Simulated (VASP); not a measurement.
# VH (I4/mmm) in VASP: further runs

VH is run at these levels: PBEsol; tasks: single point.

All numbers are computed with VASP 6.6.1; they aren't measurements. Logs are shortened: lines on timing, memory, paths and dates and some standing lists are left out, and cuts for length are marked.

## 1. The cell of the first run

It takes space group I4/mmm (No. 139, tetragonal). The conventional cell has a = 2.777 Å, b = 2.777 Å, c = 4.124 Å, α = 90.00°, β = 90.00°, γ = 90.00°. Within 2.6 Å of V (site symmetry 4/mmm) lie 6 H at 1.96 to 2.06 Å. Within 2.6 Å of H (site symmetry 4/mmm) lie 6 V at 1.96 to 2.06 Å.

## 2. Single point, PBEsol (strain +0.000 along x and y, +0.050 along z)

INCAR reads:

```
  ALGO = Normal
  EDIFF = 1E-6
  ENCUT = 520
  GGA = PS
  ISIF = 2
  ISMEAR = 0
  LASPH = True
  LCHARG = True
  LELF = True
  LREAL = False
  LVHAR = True
  LWAVE = False
  NBANDS = 14
  NELM = 60
  PREC = Accurate
  SIGMA = 0.15
```

KPOINTS reads:

```
k-points
0
Gamma
  20 20 20
```

POSCAR reads:

```
VH
1.0
    0.0000000000      1.9637535800      2.0619412590
    1.9637535800      0.0000000000      2.0619412590
    1.9637535800      1.9637535800      0.0000000000
V H
1 1
Direct
    0.0000000000      0.0000000000      0.0000000000
    0.5000000000      0.5000000000      0.5000000000
```

Potentials or basis: VASP PAW PBE potentials, release 64 (V_sv, H).

Run with:

```console
cat potpaw_PBE.64/V_sv/POTCAR potpaw_PBE.64/H/POTCAR > POTCAR
mpirun -np 1 vasp_std > vasp.out
```

OUTCAR:

```text
EDIFF = 1E-6
   ENCUT = 520
   GGA = PS
   ISIF = 2
   ISMEAR = 0
   LASPH = True
   LREAL = False
   NELM = 60
   PREC = Accurate

 ion  position               nearest neighbor table
   1  0.000  0.000  0.000-
   2  0.500  0.500  0.500-

  LATTYP: Found a body centered tetragonal cell.
 ALAT       =     2.7771669460
 C/A-ratio  =     1.4849242405

  Lattice vectors:

 A1 = (  -1.9637535800,   0.0000000000,   2.0619412590)
 A2 = (   1.9637535800,   0.0000000000,   2.0619412590)
 A3 = (   0.0000000000,   1.9637535800,  -2.0619412590)

Analysis of symmetry for initial positions (statically):
=====================================================================
 Subroutine PRICEL returns:
 Original cell was already a primitive cell.

 Routine SETGRP: Setting up the symmetry group for a
 body centered tetragonal supercell.

 Subroutine GETGRP returns: Found 16 space group operations
 (whereof 16 operations were pure point group operations)
 out of a pool of 16 trial point group operations.

The static configuration has the point symmetry D_4h.

Analysis of symmetry for dynamics (positions and initial velocities):
=====================================================================
 Subroutine PRICEL returns:
 Original cell was already a primitive cell.

 Routine SETGRP: Setting up the symmetry group for a
 body centered tetragonal supercell.

 Subroutine GETGRP returns: Found 16 space group operations
 (whereof 16 operations were pure point group operations)
 out of a pool of 16 trial point group operations.

The dynamic configuration has the point symmetry D_4h.

 Subroutine INISYM returns: Found 16 space group operations
 (whereof 16 operations are pure point group operations),
 and found     1 'primitive' translations

----------------------------------------------------------------------------------------

                                     Primitive cell

  volume of cell :      15.9030

  direct lattice vectors                    reciprocal lattice vectors
     0.000000000  1.963753580  2.061941259    -0.254614431  0.254614431  0.242489934
     1.963753580  0.000000000  2.061941259     0.254614431 -0.254614431  0.242489934
     1.963753580  1.963753580  0.000000000     0.254614431  0.254614431 -0.242489934

  length of vectors
     2.847442691  2.847442691  2.777166946     0.434117939  0.434117939  0.434117939

  position of ions in fractional coordinates (direct lattice)
     0.000000000  0.000000000  0.000000000
     0.500000000  0.500000000  0.500000000

  ion indices of the primitive-cell ions
   primitive index   ion index
                 1           1
                 2           2

----------------------------------------------------------------------------------------

 KPOINTS: k-points

Automatic generation of k-mesh.
 Grid dimensions read from file:
 generate k-points for:   20   20   20

 Generating k-lattice:

  Cartesian coordinates                     Fractional coordinates (reciprocal lattice)
    -0.012730722  0.012730722  0.012124497     0.050000000  0.000000000  0.000000000
     0.012730722 -0.012730722  0.012124497     0.000000000  0.050000000  0.000000000
     0.012730722  0.012730722 -0.012124497     0.000000000  0.000000000  0.050000000

  Length of vectors
     0.021705897  0.021705897  0.021705897

  Shift w.r.t. Gamma in fractional coordinates (k-lattice)
     0.000000000  0.000000000  0.000000000

 Subroutine IBZKPT returns following result:
 ===========================================

 Found    641 irreducible k-points:

 Following reciprocal coordinates:
            Coordinates               Weight
  0.000000  0.000000  0.000000      1.000000
  0.050000 -0.000000  0.000000      8.000000
  0.100000 -0.000000  0.000000      8.000000
  0.150000 -0.000000  0.000000      8.000000
  0.200000 -0.000000  0.000000      8.000000
  0.250000  0.000000  0.000000      8.000000
[... 16 lines left out ...]
 -0.400000  0.050000  0.000000      8.000000
 -0.350000  0.050000  0.000000      8.000000
 [... further k-points ...]
   k-points           NKPTS =    641   k-points in BZ     NKDIM =    641   number of bands    NBANDS=     14
   number of dos      NEDOS =    301   number of ions     NIONS =      2
   total plane-waves  NPLWV =  13824
   dimension x,y,z NGX =    24 NGY =   24 NGZ =   24
   dimension x,y,z NGXF=    48 NGYF=   48 NGZF=   48
   ions per type =               1   1
   NGX,Y,Z   is equivalent  to a cutoff of  14.01, 14.01, 14.37 a.u.
   NGXF,Y,Z  is equivalent  to a cutoff of  28.02, 28.02, 28.73 a.u.
 SYSTEM =  unknown system
   PREC   = accura    normal or accurate (medium, high low for compatibility)
   ISTART =      0    job   : 0-new  1-cont  2-samecut
   ICHARG =      2    charge: 1-file 2-atom 10-const
   ISPIN  =      1    spin polarized calculation?
   LNONCOLLINEAR =      F non collinear calculations
   LSORBIT =      F    spin-orbit coupling
   LASPH  =      T    aspherical Exc in radial PAW
   ENCUT  =  520.0 eV  38.22 Ry    6.18 a.u.   5.29  5.29  5.16*2*pi/ulx,y,z
   NELM   =     60;   NELMIN=  2; NELMDL= -5     # of ELM steps
   EDIFF  = 0.1E-05   stopping-criterion for ELM
   LREAL  =      F    real-space projection
   EDIFFG = 0.1E-04   stopping-criterion for IOM
   NSW    =      0    number of steps for IOM
   IBRION =     -1    ionic relax: 0-MD 1-quasi-New 2-CG
   NFREE  =      0    steps in history (QN), initial steepest desc. (CG)
   ISIF   =      2    stress and relaxation
   ISYM   =      2    0-nonsym 1-usesym 2-fastsym
   POTIM  = 0.5000    time-step for ionic-motion
   TEBEG  =    0.0;   TEEND  =   0.0 temperature during run
   PSTRESS=    0.0 pullay stress
   NELECT =      14.0000    total number of electrons
   NUPDOWN=      -1.0000    fix difference up-down
   EMIN   =  10.00;   EMAX   =-10.00  energy-range for DOS
   EFERMI =   0.00;   METHOD = LEGACY
   ISMEAR =     0;   SIGMA  =   0.15  broadening in eV -4-tet -1-fermi 0-gaus
   EFERMI_NEDOS =   21; number of points for ismear=-14 and -15
   IALGO  =     38    algorithm
   IMIX   =      4    mixing-type and parameters
     AMIX     =   0.40;   BMIX     =  1.00
     AMIX_MAG =   1.60;   BMIX_MAG =  1.00
  volume/ion in A,a.u.               =       7.95        53.66
  Fermi-wavevector in a.u.,A,eV,Ry     =   1.569004  2.964988 33.494468  2.461774
  Thomas-Fermi vector in A             =   2.670951
   LORBIT       =      0    0 simple, 1 ext, 2 COOP (PROOUT), +10 PAW based schemes
   GGA     = PS    functional components
   LHFCALC =     F    Hartree Fock is set to
   AEXX    =    0.0000 exact exchange contribution
   IVDW    =     0    specifies the selected vdW correction
   LEPSILON=     F    determine dielectric tensor
   LRPA    =     F    only Hartree local field effects (RPA)
 non-spin polarized calculation
 Gauss-broadening in eV      SIGMA  =   0.15
  energy-cutoff  :      520.00
  volume of cell :       15.90
 maximum number of plane-waves:       440
 NGX is ok and might be reduce to    24
   NGX = 11   NGY = 11   NGZ = 11

 number of electron      13.9999996 magnetization

 Free energy of the ion-electron system (eV)
  ---------------------------------------------------
  ext. energy  EPLUGINS =         0.00000000
  ---------------------------------------------------
  free energy    TOTEN  =       -13.35077471 eV

  energy without entropy =      -13.33313348  energy(sigma->0) =      -13.34195409

 E-fermi :   9.2021     XC(G=0): -12.8521

 val. band max:        9.2013962980   @ k =   0.4000   0.0500   0.1500
 cond. band min:       9.2038084659   @ k =  -0.0500   0.2000   0.1500
 fundamental gap:      0.0024121679
 Fermi energy:         9.2021251794

 k-point     1 :       0.0000    0.0000    0.0000
  band No.  band energies     occupation
      1     -54.7507      2.00000
      2     -28.4039      2.00000
      3     -28.3837      2.00000
      4     -28.3837      2.00000
      5      -1.0633      2.00000
      6       8.8838      1.99731
      7       9.2705      0.51893
      8       9.2705      0.51892
      9      10.2722      0.00000
     10      10.7142      0.00000
     11      21.4889      0.00000
     12      25.4547      0.00000
     13      26.5120      0.00000
     14      27.3755      0.00000

 k-point     2 :       0.0500   -0.0000    0.0000
  band No.  band energies     occupation
      1     -54.7482      2.00000
      2     -28.4114      2.00000
      3     -28.3931      2.00000
      4     -28.3850      2.00000
      5      -0.9870      2.00000
      6       8.8885      1.99689
      7       9.2439      0.69365
      8       9.2988      0.36215
      9      10.2548      0.00000
     10      10.6859      0.00000
     11      21.1058      0.00000
     12      25.4761      0.00000
     13      26.6469      0.00000
     14      27.4382      0.00000

 k-point     3 :       0.1000   -0.0000    0.0000
  band No.  band energies     occupation
      1     -54.7410      2.00000
      2     -28.4485      2.00000
      3     -28.4050      2.00000
      4     -28.3887      2.00000
      5      -0.7614      2.00000
      6       8.8536      1.99898
      7       9.2005      1.01210
      8       9.3742      0.10476
      9      10.2208      0.00000
     10      10.6135      0.00000
     11      20.2114      0.00000
     12      25.4365      0.00000
     13      26.9172      0.00000
     14      27.6142      0.00000

 k-point     4 :       0.1500   -0.0000    0.0000
  band No.  band energies     occupation
      1     -54.7297      2.00000
      2     -28.5134      2.00000
      3     -28.4162      2.00000
      4     -28.3945      2.00000
      5      -0.3949      2.00000
      6       8.6856      2.00000
      7       9.1929      1.06942
      8       9.4632      0.01382
      9      10.2257      0.00000
     10      10.5390      0.00000
     11      19.1666      0.00000
     12      25.1249      0.00000
     13      27.2322      0.00000
     14      27.8707      0.00000

 k-point     5 :       0.2000   -0.0000    0.0000
  band No.  band energies     occupation
      1     -54.7155      2.00000
      2     -28.5955      2.00000
      3     -28.4291      2.00000
      4     -28.4018      2.00000
      5       0.0985      2.00000
      6       8.3917      2.00000
      7       9.1595      1.31228
      8       9.5017      0.00474
      9      10.3368      0.00000
     10      10.5359      0.00000
     11      18.1706      0.00000
[... 276 lines left out ...]
 k-point    22 :      -0.4500    0.0500    0.0000
  band No.  band energies     occupation
      1     -54.6484      2.00000
      2     -28.9626      2.00000
      3     -28.4975      2.00000
      4     -28.4358      2.00000
      5       3.7293      2.00000
      6       5.6974      2.00000
      7       8.5601      2.00000
      8       8.9790      1.96457
      9      11.4728      0.00000
     10      11.7406      0.00000
     11      16.0406      0.00000
     12      19.5381      0.00000
     13      27.0225      0.00000
     14      28.6573      0.00000

 k-point    23 :      -0.4000    0.0500    0.0000
  band No.  band energies     occupation
      1     -54.6537      2.00000
      2     -28.9338      2.00000
      3     -28.4943      2.00000
      4     -28.4306      2.00000
      5       3.1565      2.00000
      6       6.2119      2.00000
      7       8.6120      2.00000
      8       9.0294      1.89653
      9      11.3072      0.00000
     10      11.6390      0.00000
     11      16.0603      0.00000
     12      20.0340      0.00000
     13      26.9453      0.00000
     14      29.3108      0.00000

 k-point    24 :      -0.3500    0.0500    0.0000
  band No.  band energies     occupation
      1     -54.6635      2.00000
      2     -28.8810      2.00000
      3     -28.4868      2.00000
      4     -28.4235      2.00000
      5       2.4392      2.00000
      6       6.8071      2.00000
      7       8.7084      2.00000
      8       9.1310      1.49770
      9      11.0698      0.00000
     10      11.4299      0.00000
     11      16.1871      0.00000
     12      20.8479      0.00000
     13      26.9984      0.00000
     14      30.0943      0.00000

 [... further k-points ...]

------------------------ aborting loop because EDIFF is reached ----------------------------------------

  FORCE on cell =-STRESS in cart. coord.  units (eV):
  Direction    XX          YY          ZZ          XY          YZ          ZX
  --------------------------------------------------------------------------------------
  -------------------------------------------------------------------------------------
  Total       -1.2690428     -1.2690428     -1.2025827      0.0000000      0.0000000      0.0000000
  in kB     -127.8517241   -127.8517241   -121.1560990      0.0000000      0.0000000      0.0000000
  external PRESSURE =    -125.6198491 kB  Pullay stress =       0.0000000 kB

 VOLUME and BASIS-vectors are now :
 -----------------------------------------------------------------------------
  energy-cutoff  :      520.00
  volume of cell :       15.90
      direct lattice vectors                 reciprocal lattice vectors
     0.000000000  1.963753580  2.061941259    -0.254614431  0.254614431  0.242489934
     1.963753580  0.000000000  2.061941259     0.254614431 -0.254614431  0.242489934
     1.963753580  1.963753580  0.000000000     0.254614431  0.254614431 -0.242489934

 POSITION                                       TOTAL-FORCE (eV/Angst)
 -----------------------------------------------------------------------------------
      0.00000      0.00000      0.00000         0.000000      0.000000      0.000000
      1.96375      1.96375      2.06194        -0.000000     -0.000000     -0.000000
 -----------------------------------------------------------------------------------
    total drift:                                0.000000     -0.000000     -0.000000

  FREE ENERGIE OF THE ION-ELECTRON SYSTEM (eV)
  ---------------------------------------------------
  free  energy   TOTEN  =       -13.3507747072 eV

  energy  without entropy=      -13.3331334778  energy(sigma->0) =      -13.34195409
```

It took 2.3 min on 1 thread of Intel Xeon 8259CL, shared host; peak memory 0.26 GiB.

Results:

| Quantity | Value |
| --- | --- |
| Free energy | -13.3508 eV |
| Pressure | -12.6 GPa |
| Band gap on the k mesh | zero (bands 7 and 8 overlap by 2.15 eV) |

Caveat: the cell differs from its parent crystal (strain +0.000 along x and y, +0.050 along z); the cell stands under tension; the PAW data sets were made with another functional, which shifts forces and pressure a little.

## 3. Single point, PBEsol (strain -0.050 along x and y, +0.000 along z)

INCAR reads:

```
  ALGO = Normal
  EDIFF = 1E-6
  ENCUT = 520
  GGA = PS
  ISIF = 2
  ISMEAR = 0
  LASPH = True
  LCHARG = False
  LREAL = False
  LWAVE = False
  NBANDS = 14
  NELM = 100
  PREC = Accurate
  SIGMA = 0.15
```

KPOINTS is that of step 2.

POSCAR reads:

```
VH
1.0
    0.0000000000      1.8655659010      1.9637535800
    1.8655659010      0.0000000000      1.9637535800
    1.8655659010      1.8655659010      0.0000000000
V H
1 1
Direct
    0.0000000000      0.0000000000      0.0000000000
    0.5000000000      0.5000000000      0.5000000000
```

Potentials or basis: VASP PAW PBE potentials, release 64 (V_sv, H).

Run with:

```console
cat potpaw_PBE.64/V_sv/POTCAR potpaw_PBE.64/H/POTCAR > POTCAR
mpirun -np 1 vasp_std > vasp.out
```

Wall time 1.9 min (1 thread of Intel Xeon 8259CL, shared host); peak memory 0.23 GiB.

It converged, with:

```
Free energy            : -13.3170 eV
Pressure               : 21.2 GPa
Band gap on the k mesh : zero (bands 7 and 8 overlap by 2.83 eV)
```

Stress tensor (GPa, compression positive):
```
21.48  0.00  0.00
 0.00 21.48  0.00
 0.00  0.00 20.72
```

Levels at points of the mesh, in eV from the Fermi level:
```tsv
k point	band 3	band 4	band 5	band 6	band 7	band 8	band 9	band 10	band 11	band 12
(0.00, 0.00, 0.00)	-37.27	-37.27	-11.07	-0.44	0.05	0.05	1.28	1.86	13.98	17.09
(0.50, 0.00, 0.00)	-37.42	-37.35	-5.51	-4.24	-0.83	-0.36	2.86	3.09	8.39	11.20
(0.50, 0.50, 0.00)	-37.54	-37.54	-8.32	-3.04	1.38	2.87	3.38	3.38	7.28	12.33
(0.50, 0.00, 0.50)	-37.67	-37.58	-8.30	-3.13	2.47	2.83	3.21	3.60	7.94	11.14
```

Caveat: the cell differs from its parent crystal (strain -0.050 along x and y, +0.000 along z); the cell stands under pressure; the PAW data sets were made with another functional, which shifts forces and pressure a little.
